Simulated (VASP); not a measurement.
# TiC (I4/mmm) in VASP: single point with PBEsol

Aim: the single point of TiC with PBEsol.

Program: VASP 6.6.1. These are calculated values, not measurements. Logs are shortened: lines on timing, memory, paths and dates and some standing lists are left out, and cuts for length are marked.

### Step 1. The cell of the first run

The typed cell holds 4 atoms: a = 3.036 Å, b = 3.036 Å, c = 4.293 Å, α = 90.00°, β = 90.00°, γ = 90.00°.

### Step 2. Single point, PBEsol

Contents of INCAR:

```
SYSTEM = TiC
PREC = Accurate
ENCUT = 520
EDIFF = 1E-6
ISMEAR = 0
SIGMA = 0.15
LREAL = .FALSE.
LASPH = .TRUE.
NELM = 60
ALGO = Normal
ISIF = 2
LWAVE = .FALSE.
LCHARG = .TRUE.
GGA = PS
LELF = .TRUE.
LVHAR = .TRUE.
NBANDS = 24
```

Contents of KPOINTS:

```
regular mesh
0
G
  12 12 8
  0 0 0
```

Contents of POSCAR:

```
TiC
1.0
    0.0000211002     -2.1468091266     -2.1468061916
   -0.0000267591      2.1467588386     -2.1467559036
    4.2926059422     -0.0000478593      0.0000056589
Ti C
2 2
Direct
    0.4999965260      0.5000048254      0.5000054858
    0.0000034740     -0.0000048254     -0.0000054858
    0.4999956559      0.5000053174      0.0000065007
    0.0000043441     -0.0000053174      0.4999934993
```

Potentials or basis: VASP PAW PBE potentials, release 64 (Ti_sv, C).

Launch:

```sh
$ cat potpaw_PBE.64/Ti_sv/POTCAR potpaw_PBE.64/C/POTCAR > POTCAR
$ mpirun -np 1 vasp_std > vasp.out
```

OUTCAR:

```text
SYSTEM = TiC
   PREC = Accurate
   ENCUT = 520
   EDIFF = 1E-6
   ISMEAR = 0
   LREAL = .FALSE.
   LASPH = .TRUE.
   NELM = 60
   ISIF = 2
   GGA = PS

 ion  position               nearest neighbor table
   1  0.500  0.500  0.500-   3 2.15   3 2.15   4 2.15   4 2.15   4 2.15   4 2.15
   2  0.000  1.000  1.000-   4 2.15   4 2.15   3 2.15   3 2.15   3 2.15   3 2.15
   3  0.500  0.500  0.000-   1 2.15   1 2.15   2 2.15   2 2.15   2 2.15   2 2.15
   4  0.000  1.000  0.500-   2 2.15   2 2.15   1 2.15   1 2.15   1 2.15   1 2.15

  LATTYP: Found a simple monoclinic cell.
 ALAT       =     3.0359733895
 B/A-ratio  =     1.0000234251
 C/A-ratio  =     2.4492965743
 COS(beta)  =    -0.8165507982

  Lattice vectors:

 A1 = (  -0.0000267591,   2.1467588386,  -2.1467559036)
 A2 = (   0.0000211002,  -2.1468091266,  -2.1468061916)
 A3 = (  -4.2925524240,  -4.2934698179,   4.2935061483)

Analysis of symmetry for initial positions (statically):
=====================================================================
 Subroutine PRICEL returns:
 Original cell was already a primitive cell.

 Routine SETGRP: Setting up the symmetry group for a
 simple monoclinic supercell.

 Subroutine GETGRP returns: Found  2 space group operations
 (whereof  1 operations were pure point group operations)
 out of a pool of  4 trial point group operations.

The static configuration has the point symmetry C_1 .
 The point group associated with its full space group is S_2 .

Analysis of symmetry for dynamics (positions and initial velocities):
=====================================================================
 Subroutine PRICEL returns:
 Original cell was already a primitive cell.

 Routine SETGRP: Setting up the symmetry group for a
 simple monoclinic supercell.

 Subroutine GETGRP returns: Found  2 space group operations
 (whereof  1 operations were pure point group operations)
 out of a pool of  4 trial point group operations.

The dynamic configuration has the point symmetry C_1 .
 The point group associated with its full space group is S_2 .

 Subroutine INISYM returns: Found  2 space group operations
 (whereof  1 operations are pure point group operations),
 and found     1 'primitive' translations

----------------------------------------------------------------------------------------

                                     Primitive cell

  volume of cell :      39.5665

  direct lattice vectors                    reciprocal lattice vectors
     0.000021100 -2.146809127 -2.146806192    -0.000002290 -0.232903798 -0.232904117
    -0.000026759  2.146758839 -2.146755904     0.000002904  0.232909254 -0.232909573
     4.292605942 -0.000047859  0.000005659     0.232958723  0.000002597 -0.000000307

  length of vectors
     3.036044507  3.035973389  4.292605942     0.329375936  0.329383651  0.232958723

  position of ions in fractional coordinates (direct lattice)
     0.499996526  0.500004825  0.500005486
     0.000003474  0.999995175  0.999994514
     0.499995656  0.500005317  0.000006501
     0.000004344  0.999994683  0.499993499

  ion indices of the primitive-cell ions
   primitive index   ion index
                 1           1
                 2           2
                 3           3
                 4           4

----------------------------------------------------------------------------------------

 KPOINTS: regular mesh

Automatic generation of k-mesh.
 Grid dimensions read from file:
 generate k-points for:   12   12    8

 Generating k-lattice:

  Cartesian coordinates                     Fractional coordinates (reciprocal lattice)
    -0.000000191 -0.019408650 -0.019408676     0.083333333  0.000000000 -0.000000000
     0.000000242  0.019409105 -0.019409131    -0.000000000  0.083333333  0.000000000
     0.029119840  0.000000325 -0.000000038    -0.000000000  0.000000000  0.125000000

  Length of vectors
     0.027447995  0.027448638  0.029119840

  Shift w.r.t. Gamma in fractional coordinates (k-lattice)
     0.000000000  0.000000000  0.000000000

 Subroutine IBZKPT returns following result:
 ===========================================

 Found    580 irreducible k-points:

 Following reciprocal coordinates:
            Coordinates               Weight
  0.000000  0.000000  0.000000      1.000000
  0.083333  0.000000  0.000000      2.000000
  0.166667  0.000000  0.000000      2.000000
  0.250000  0.000000  0.000000      2.000000
  0.333333  0.000000  0.000000      2.000000
  0.416667  0.000000  0.000000      2.000000
[... 16 lines left out ...]
  0.166667  0.166667 -0.000000      2.000000
 -0.166667  0.166667 -0.000000      2.000000
 [... further k-points ...]
   k-points           NKPTS =    580   k-points in BZ     NKDIM =    580   number of bands    NBANDS=     24
   number of dos      NEDOS =    301   number of ions     NIONS =      4
   total plane-waves  NPLWV =  18432
   dimension x,y,z NGX =    24 NGY =   24 NGZ =   32
   dimension x,y,z NGXF=    48 NGYF=   48 NGZF=   64
   ions per type =               2   2
   NGX,Y,Z   is equivalent  to a cutoff of  13.14, 13.14, 12.39 a.u.
   NGXF,Y,Z  is equivalent  to a cutoff of  26.28, 26.28, 24.79 a.u.
 SYSTEM =  TiC
   PREC   = accura    normal or accurate (medium, high low for compatibility)
   ISTART =      0    job   : 0-new  1-cont  2-samecut
   ICHARG =      2    charge: 1-file 2-atom 10-const
   ISPIN  =      1    spin polarized calculation?
   LNONCOLLINEAR =      F non collinear calculations
   LSORBIT =      F    spin-orbit coupling
   LASPH  =      T    aspherical Exc in radial PAW
   ENCUT  =  520.0 eV  38.22 Ry    6.18 a.u.   5.65  5.64  7.98*2*pi/ulx,y,z
   NELM   =     60;   NELMIN=  2; NELMDL= -5     # of ELM steps
   EDIFF  = 0.1E-05   stopping-criterion for ELM
   LREAL  =      F    real-space projection
   EDIFFG = 0.1E-04   stopping-criterion for IOM
   NSW    =      0    number of steps for IOM
   IBRION =     -1    ionic relax: 0-MD 1-quasi-New 2-CG
   NFREE  =      0    steps in history (QN), initial steepest desc. (CG)
   ISIF   =      2    stress and relaxation
   ISYM   =      2    0-nonsym 1-usesym 2-fastsym
   POTIM  = 0.5000    time-step for ionic-motion
   TEBEG  =    0.0;   TEEND  =   0.0 temperature during run
   PSTRESS=    0.0 pullay stress
   NELECT =      32.0000    total number of electrons
   NUPDOWN=      -1.0000    fix difference up-down
   EMIN   =  10.00;   EMAX   =-10.00  energy-range for DOS
   EFERMI =   0.00;   METHOD = LEGACY
   ISMEAR =     0;   SIGMA  =   0.15  broadening in eV -4-tet -1-fermi 0-gaus
   EFERMI_NEDOS =   21; number of points for ismear=-14 and -15
   IALGO  =     38    algorithm
   IMIX   =      4    mixing-type and parameters
     AMIX     =   0.40;   BMIX     =  1.00
     AMIX_MAG =   1.60;   BMIX_MAG =  1.00
  volume/ion in A,a.u.               =       9.89        66.75
  Fermi-wavevector in a.u.,A,eV,Ry     =   1.525278  2.882358 31.653603  2.326474
  Thomas-Fermi vector in A             =   2.633470
   LORBIT       =      0    0 simple, 1 ext, 2 COOP (PROOUT), +10 PAW based schemes
   GGA     = PS    functional components
   LHFCALC =     F    Hartree Fock is set to
   AEXX    =    0.0000 exact exchange contribution
   IVDW    =     0    specifies the selected vdW correction
   LEPSILON=     F    determine dielectric tensor
   LRPA    =     F    only Hartree local field effects (RPA)
 non-spin polarized calculation
 Gauss-broadening in eV      SIGMA  =   0.15
  energy-cutoff  :      520.00
  volume of cell :       39.57
 maximum number of plane-waves:      1088
   NGX = 11   NGY = 11   NGZ = 15

 number of electron      32.0000004 magnetization

 Free energy of the ion-electron system (eV)
  ---------------------------------------------------
  ext. energy  EPLUGINS =         0.00000000
  ---------------------------------------------------
  free energy    TOTEN  =       -39.60838724 eV

  energy without entropy =      -39.60261162  energy(sigma->0) =      -39.60549943

 E-fermi :   9.6334     XC(G=0): -12.9984

 val. band max:        9.6318549723   @ k =  -0.4167   0.3333   0.0000
 cond. band min:       9.6978071799   @ k =   0.0000   0.0833  -0.1250
 fundamental gap:      0.0659522075
 Fermi energy:         9.6334427170

 k-point     1 :       0.0000    0.0000    0.0000
  band No.  band energies     occupation
      1     -46.6363      2.00000
      2     -46.5238      2.00000
      3     -23.2381      2.00000
      4     -22.9377      2.00000
      5     -22.9377      2.00000
      6     -22.7487      2.00000
[... 16 lines left out ...]
     23      12.4499      0.00000
     24      13.2723      0.00000

 k-point     2 :       0.0833    0.0000    0.0000
  band No.  band energies     occupation
      1     -46.6326      2.00000
      2     -46.5238      2.00000
      3     -23.2279      2.00000
      4     -22.9548      2.00000
      5     -22.9318      2.00000
      6     -22.7729      2.00000
[... 16 lines left out ...]
     23      12.9509      0.00000
     24      13.2266      0.00000

 k-point     3 :       0.1667    0.0000    0.0000
  band No.  band energies     occupation
      1     -46.6219      2.00000
      2     -46.5243      2.00000
      3     -23.1986      2.00000
      4     -23.0008      2.00000
      5     -22.9151      2.00000
      6     -22.8390      2.00000
[... 16 lines left out ...]
     23      13.4346      0.00000
     24      14.0254      0.00000

 k-point     4 :       0.2500    0.0000    0.0000
  band No.  band energies     occupation
      1     -46.6059      2.00000
      2     -46.5262      2.00000
      3     -23.1529      2.00000
      4     -23.0609      2.00000
      5     -22.9303      2.00000
      6     -22.8902      2.00000
[... 16 lines left out ...]
     23      13.5919      0.00000
     24      15.2623      0.00000

 k-point     5 :       0.3333    0.0000    0.0000
  band No.  band energies     occupation
      1     -46.5873      2.00000
      2     -46.5308      2.00000
      3     -23.1162      2.00000
      4     -23.0953      2.00000
      5     -23.0248      2.00000
      6     -22.8606      2.00000
[... 16 lines left out ...]
     23      14.0123      0.00000
     24      15.1613      0.00000

 k-point     6 :       0.4167    0.0000    0.0000
  band No.  band energies     occupation
      1     -46.5685      2.00000
      2     -46.5392      2.00000
      3     -23.1482      2.00000
      4     -23.1013      2.00000
      5     -23.0310      2.00000
      6     -22.9036      2.00000
[... 16 lines left out ...]
     23      14.4005      0.00000
     24      14.8860      0.00000
[... 379 lines left out ...]
 k-point    21 :       0.0833    0.1667   -0.0000
  band No.  band energies     occupation
      1     -46.6183      2.00000
      2     -46.5241      2.00000
      3     -23.1895      2.00000
      4     -22.9998      2.00000
      5     -22.9278      2.00000
      6     -22.8458      2.00000
[... 16 lines left out ...]
     23      13.3739      0.00000
     24      14.0519      0.00000

 k-point    22 :      -0.0833    0.1667   -0.0000
  band No.  band energies     occupation
      1     -46.6183      2.00000
      2     -46.5241      2.00000
      3     -23.1895      2.00000
      4     -22.9998      2.00000
      5     -22.9278      2.00000
      6     -22.8458      2.00000
[... 16 lines left out ...]
     23      13.3739      0.00000
     24      14.0519      0.00000

 k-point    23 :       0.1667    0.1667   -0.0000
  band No.  band energies     occupation
      1     -46.6084      2.00000
      2     -46.5238      2.00000
      3     -23.1633      2.00000
      4     -23.0138      2.00000
      5     -22.9442      2.00000
      6     -22.8813      2.00000
[... 16 lines left out ...]
     23      13.2753      0.00000
     24      14.2986      0.00000

 k-point    24 :      -0.1667    0.1667   -0.0000
  band No.  band energies     occupation
      1     -46.6084      2.00000
      2     -46.5238      2.00000
      3     -23.1633      2.00000
      4     -23.0138      2.00000
      5     -22.9442      2.00000
      6     -22.8813      2.00000
[... 16 lines left out ...]
     23      13.2753      0.00000
     24      14.2986      0.00000

 [... further k-points ...]
[... 5 lines left out ...]
  --------------------------------------------------------------------------------------
  -------------------------------------------------------------------------------------
  Total        0.0619502      0.0621748      0.0623154      0.0009689     -0.0010061     -0.0001132
  in kB        2.5085680      2.5176656      2.5233566      0.0392327     -0.0407419     -0.0045857
  external PRESSURE =       2.5165301 kB  Pullay stress =       0.0000000 kB

 VOLUME and BASIS-vectors are now :
 -----------------------------------------------------------------------------
  energy-cutoff  :      520.00
  volume of cell :       39.57
      direct lattice vectors                 reciprocal lattice vectors
     0.000021100 -2.146809127 -2.146806192    -0.000002290 -0.232903798 -0.232904117
    -0.000026759  2.146758839 -2.146755904     0.000002904  0.232909254 -0.232909573
     4.292605942 -0.000047859  0.000005659     0.232958723  0.000002597 -0.000000307

 POSITION                                       TOTAL-FORCE (eV/Angst)
 -----------------------------------------------------------------------------------
      2.14632     -0.00003     -2.14678        -0.000547     -0.000328      0.000051
      4.29256      2.14669     -2.14675         0.000547      0.000328     -0.000051
      0.00003     -0.00000     -2.14678        -0.000428     -0.000297      0.000032
      2.14625      2.14671     -2.14675         0.000428      0.000297     -0.000032
 -----------------------------------------------------------------------------------
    total drift:                                0.000000     -0.000000     -0.000000

  FREE ENERGIE OF THE ION-ELECTRON SYSTEM (eV)
  ---------------------------------------------------
  free  energy   TOTEN  =       -39.6083872428 eV

  energy  without entropy=      -39.6026116205  energy(sigma->0) =      -39.60549943
```

Wall time 7.2 min (1 thread of Intel Xeon Platinum 8259CL at 2.50GHz (Skylake/Cascade Lake), shared host); peak memory 0.53 GiB.

Results:

```
Free energy            : -39.6084 eV
Pressure               : 0.3 GPa
Band gap on the k mesh : zero (bands 16 and 17 overlap by 1.09 eV)
```

Caveat: the PAW data sets were made with another functional, which shifts forces and pressure a little.

The gap in the log of VASP goes by the Fermi energy; the results here count the filled bands.